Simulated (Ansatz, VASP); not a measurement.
**Ti4N3O in VASP and in Ansatz**

The input INCAR:

```
SYSTEM = Ti4N3O
ALGO = Normal
EDIFF = 1E-6
ENCUT = 520
GGA = PE
ISIF = 2
ISMEAR = 0
LASPH = .TRUE.
LCHARG = .FALSE.
LREAL = .FALSE.
LWAVE = .FALSE.
NBANDS = 44
NELM = 100
PREC = Accurate
SIGMA = 0.1
```

KPOINTS

```
k-points
0
G
  10 10 10
  0 0 0
```

POSCAR

```
Ti4N3O
1.0
    4.1676490995      0.0000000000      0.0000000000
    0.0000000000      4.1676490995      0.0000000000
    0.0000000000      0.0000000000      4.1676490995
Ti N O
4 3 1
Direct
    0.0000000000      0.0000000000      0.0000000000
    0.5000000000      0.0000000000      0.5000000000
    0.0000000000      0.5000000000      0.5000000000
    0.5000000000      0.5000000000      0.0000000000
    0.0000000000      0.5000000000      0.0000000000
    0.5000000000      0.0000000000      0.0000000000
    0.0000000000      0.0000000000      0.5000000000
    0.5000000000      0.5000000000      0.5000000000
```

Input for Ansatz:

```yaml
crystal:
  lattice:
    - [4.1676490995, 0.0, 0.0]
    - [0.0, 4.1676490995, 0.0]
    - [0.0, 0.0, 4.1676490995]
  atoms:
    - { symbol: Ti, position: [0.0, 0.0, 0.0] }
    - { symbol: Ti, position: [0.5, 0.0, 0.5] }
    - { symbol: Ti, position: [0.0, 0.5, 0.5] }
    - { symbol: Ti, position: [0.5, 0.5, 0.0] }
    - { symbol: "N", position: [0.0, 0.5, 0.0] }
    - { symbol: "N", position: [0.5, 0.0, 0.0] }
    - { symbol: "N", position: [0.0, 0.0, 0.5] }
    - { symbol: O, position: [0.5, 0.5, 0.5] }
basis:
  ecutwfc: 420
kpoints:
  mp_grid: { grid: [10, 10, 10] }
hamiltonian:
  xc: pbe
scf:
  occupations: { method: gaussian, width: 0.1 }
output:
  forces: true
  stress: true
  eigenvalues: true
```

Alike in both runs: task single point; functional PBE; k mesh 10 × 10 × 10; occupations gaussian, width 0.1 eV; no spin polarisation.

|  | VASP | Ansatz |
| --- | --- | --- |
| version | VASP 6.6.1 | Ansatz 0.2.0 |
| potentials or method | VASP PAW PBE potentials, release 64 (Ti_sv, N, O), cutoff 520 eV | scalar-relativistic, plane waves, PAW |
| valence electrons in the cell | 69 | 69 |

VASP gave:

```
gap on the k mesh at the Fermi level (eV) : none
pressure (GPa)                            : 19.2
```

Problem. Which values does Ansatz return?

Solution. gap on the k mesh at the Fermi level (eV): none; pressure (GPa): 18.6.

A gap of «none» marks a metal or a gap that the smearing closes. The functional is the same, so the differences come from potentials, cutoffs and numerics.
